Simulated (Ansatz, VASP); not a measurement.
**One calculation of MgO, two programs**

```
Mg O
1.0
     4.16071    0.00000    0.00000
     0.00000   -4.16071    0.00000
     0.00000    0.00000   -4.16071
Mg O
4 4
Direct
  0.92930 0.07070 0.00000
  0.50000 0.50000 0.00000
  0.50000 0.00000 0.50000
  0.00000 0.50000 0.50000
  0.50000 0.00000 0.00000
  0.00000 0.50000 0.00000
  0.00000 0.00000 0.50000
  0.50000 0.50000 0.50000
```

Alike in both runs: task single point; functional LDA; k mesh 6 × 6 × 6; occupations gaussian, width 0.05 eV; no spin polarisation.

|  | VASP | Ansatz |
| --- | --- | --- |
| version | VASP 6.6.1 | Ansatz 0.2.0 |
| potentials or method | VASP PAW LDA potentials, release 64 (Mg, O), cutoff 520 eV | scalar-relativistic, plane waves, PAW |
| valence electrons in the cell | 32 | 64 |

|  | VASP | Ansatz | Ansatz less VASP |
| --- | --- | --- | --- |
| gap on the k mesh at the Fermi level (eV) | 4.98 | 4.99 | +0.003 |
| least direct gap on the mesh (eV) | 4.98 | 4.99 | +0.003 |
| pressure (GPa) | 4.1 | 5.6 | +1.56 |
| traceless stress, the component that is largest in VASP (GPa) | -5.55 | -5.32 | +0.230 |
| rms of the force components (eV/Å) | 1.261 | 1.220 | -0.0409 |

Ansatz warns that its potentials were made for another functional, while VASP's fit it. LDA's correlation is that of Perdew and Zunger in VASP and of Perdew and Wang (1992) in Ansatz. Atom by atom the forces differ by 0.043 eV/Å (rms over components). VASP's potentials hold 32 valence electrons a cell and Ansatz's 64, so a difference there can come from the potentials and not from the codes.
